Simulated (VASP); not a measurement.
A run of VASP 6.6.1:

Contents of INCAR:

```
ALGO     = Normal         # electronic algorithm
EDIFF    = 1E-7           # SCF threshold, eV
EDIFFG   = -0.005         # ionic threshold
ENCUT    = 600            # plane-wave cutoff, eV
GGA      = PE             # functional
IBRION   = 2              # ionic algorithm
ISIF     = 3              # what is computed and relaxed
ISMEAR   = 0              # smearing method
LASPH    = True           # aspherical terms in the spheres
LCHARG   = False          # write CHGCAR
LREAL    = False          # projectors in reciprocal space
LWAVE    = False          # write WAVECAR
NELM     = 60             # most SCF steps
NSW      = 100            # ionic steps
PREC     = Accurate       # precision mode
SIGMA    = 0.1            # smearing width, eV
```

File KPOINTS:

```
k-points
0
Gamma
  10 10 10
```

POSCAR

```
InSb3
1.0
    0.0000000000      3.7945550000      3.7945550000
    3.7945550000      0.0000000000      3.7945550000
    3.7945550000      3.7945550000      0.0000000000
In Sb
1 3
Direct
    0.0000000000      0.0000000000      0.0000000000
    0.2500000000      0.2500000000      0.2500000000
    0.7500000000      0.7500000000      0.7500000000
    0.5000000000      0.5000000000      0.5000000000
```

Potentials or basis: VASP PAW PBE potentials, release 64 (In_d, Sb).

Run with:

```sh
$ cat potpaw_PBE.64/In_d/POTCAR potpaw_PBE.64/Sb/POTCAR > POTCAR
$ mpirun -np 1 vasp_std > vasp.out
```

Hardware: 1 thread of Intel Xeon 6975P-C, with other jobs on the host.

Question: How long does it take, and how much memory?

Answer: Wall time 4.9 min on 1 thread of Intel Xeon 6975P-C, on a shared host, peak memory 0.4 GiB. Counts: scf iterations 29, k points 47, ion steps 3.
